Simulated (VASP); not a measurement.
# ZrB: single point with PBE

Crystal: ZrB.

```
Zr B
1.0
     0.00000    2.18650    2.18650
     2.18650    0.00000    2.18650
     2.18650    2.18650    0.00000
Zr B
1 1
Cartesian
  2.1865 2.1865 2.1865
  0.0000 0.0000 0.0000
```

| Property | Result |
| --- | --- |
| Program | VASP 6.6.1 |
| Task | single point |
| Functional | PBE |
| Potentials or basis | VASP PAW PBE potentials, release 64 (Zr_sv, B) |
| Cutoff | 500 eV |
| k mesh | 13 × 13 × 13 |
| Occupations | fermi-dirac, width 0.1 eV |
| Spin | no spin polarisation |

| Item | Value |
| --- | --- |
| Pressure | 102.8 GPa |

Levels at points of the mesh, in eV from the Fermi level:
```csv
k point,band 6,band 7,band 8,band 9,band 10,band 11
"(0.00, 0.00, 0.00)",1.94,1.94,1.94,4.16,4.16,4.16
```

It took 14 s on 1 thread of Intel(R) Xeon(R) Platinum 8488C (Sapphire Rapids), on a shared host, peak memory 0.15 GiB.
